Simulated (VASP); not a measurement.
Input of a VASP 6.6.1 run:

INCAR

```
SYSTEM = Mg3S2O
  PREC = Accurate
  ENCUT = 600
  EDIFF = 1E-7
  ISMEAR = 0
  SIGMA = 0.1
  LREAL = .FALSE.
  LASPH = .TRUE.
  NELM = 60
  ALGO = Normal
  ISIF = 3
  LWAVE = .FALSE.
  LCHARG = .FALSE.
  GGA = PE
  IBRION = 2
  NSW = 90
  EDIFFG = -0.04
```

File KPOINTS:

```
Automatic mesh
0
G
  6 6 4
  0 0 0
```

The input POSCAR:

```
Mg3S2O
1.0
    4.5341261500      0.0000000000      0.0000000000
   -2.2670630700      3.9266684300      0.0000000000
    0.0000000000      0.0000000000      7.4067125700
Mg S O
3 2 1
Direct
    0.0000000000      0.0000000000      0.0000000000
    0.3333333300      0.6666666700      0.0000000000
    0.6666666700      0.3333333300      0.0000000000
    0.3333333300      0.6666666700      0.5000000000
    0.6666666700      0.3333333300      0.5000000000
    0.0000000000      0.0000000000      0.5000000000
```

Potentials or basis: VASP PAW PBE potentials, release 64 (Mg, S, O).

The run is started by

```sh
$ cat potpaw_PBE.64/Mg/POTCAR potpaw_PBE.64/S/POTCAR potpaw_PBE.64/O/POTCAR > POTCAR
$ mpirun -np 1 vasp_std > vasp.out
```

**Question.** Predict the relaxed volume.

**Answer.** 26.66 Å³/atom.

**Question.** What does it give for the band gap on the k mesh?

**Answer.** Zero (bands 12 and 13 overlap by 0.09 eV).

**Question.** Estimate the space group after relaxing (to 0.1 Å).

**Answer.** P6/mmm (No. 191).

**Question.** Estimate the relaxed cell.

**Answer.** a = 6.611 Å, b = 6.611 Å, c = 4.226 Å, α = 90.00°, β = 90.00°, γ = 120.00°.

Final structure:
```
Mg S O
1.0
     6.61130    0.00000    0.00000
    -3.30565    5.72555    0.00000
     0.00000    0.00000    4.22580
Mg S O
3 2 1
Direct
  0.00000 0.00000 0.00000
  0.33333 0.66667 0.00000
  0.66667 0.33333 0.00000
  0.33333 0.66667 0.50000
  0.66667 0.33333 0.50000
  0.00000 0.00000 0.50000
```

Caveat: the volume moved by over 15 % at a fixed basis, so the end points are rough; semilocal functionals underestimate gaps, and a narrow one can read as zero.
